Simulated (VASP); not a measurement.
Here is a VASP 6.6.1 calculation.

INCAR

```
  PREC = Accurate
  ENCUT = 520
  EDIFF = 1E-6
  ISMEAR = 0
  SIGMA = 0.15
  LREAL = F
  LASPH = T
  NELM = 80
  ALGO = Fast
  ISIF = 2
  LWAVE = F
  LCHARG = F
  GGA = PS
  NBANDS = 14
```

File KPOINTS:

```
regular mesh
0
Gamma
  18 18 10
```

POSCAR

```
TiAl
1.0
    2.8760000000      0.0000000000      0.0000000000
   -1.4380000000      2.4906890613      0.0000000000
    0.0000000000      0.0000000000      4.7424000000
Ti Al
1 1
Direct
    0.0000000000      0.0000000000      0.0000000000
    0.3333333333      0.6666666667      0.5000000000
```

Potentials or basis: VASP PAW PBE potentials, release 64 (Ti_sv, Al).

Run with:

```sh
$ cat potpaw_PBE.64/Ti_sv/POTCAR potpaw_PBE.64/Al/POTCAR > POTCAR
$ mpirun -np 1 vasp_std > vasp.out
```

Estimate the pressure.

-4.9 GPa.

Stress tensor (GPa, compression positive):
```
-3.88  0.00  0.00
 0.00 -3.88  0.00
 0.00  0.00 -6.89
```

Caveat: the PAW data sets were made with another functional, which shifts forces and pressure a little.
